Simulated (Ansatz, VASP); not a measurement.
**TaSi2 in VASP and in Ansatz**

```
Ta Si
1.0
     1.99344    1.15091    4.25655
    -1.99344    1.15091    4.25655
     0.00000   -2.30183    4.25655
Ta Si
1 2
Direct
  0.94985 0.94985 0.94985
  0.74717 0.74717 0.74717
  0.36381 0.36381 0.36381
```

Alike in both runs: functional PBE; k mesh 6 × 6 × 6; occupations gaussian, width 0.2 eV; no spin polarisation.

Ansatz relaxed the structure, and its values are those at the end. VASP's run is a single point on that final structure, the one shown.

|  | VASP | Ansatz |
| --- | --- | --- |
| version | VASP 6.6.1 | Ansatz 0.2.0 |
| potentials or method | VASP PAW PBE potentials, release 64 (Ta_pv, Si), cutoff 500 eV | scalar-relativistic, plane waves, PAW |
| valence electrons in the cell | 19 | 21 |

```csv
,VASP,Ansatz,Ansatz less VASP
gap on the k mesh at the Fermi level (eV),none,none,-
pressure (GPa),0.0,0.0,0.00
rms of the force components (eV/Å),0.003,0.005,+0.0015
```

A gap of «none» marks a metal or a gap that the smearing closes. The functional is the same, so the differences come from potentials, cutoffs and numerics. VASP's potentials hold 19 valence electrons a cell and Ansatz's 21, so a difference there can come from the potentials and not from the codes.

Neither program's run includes spin-orbit coupling.
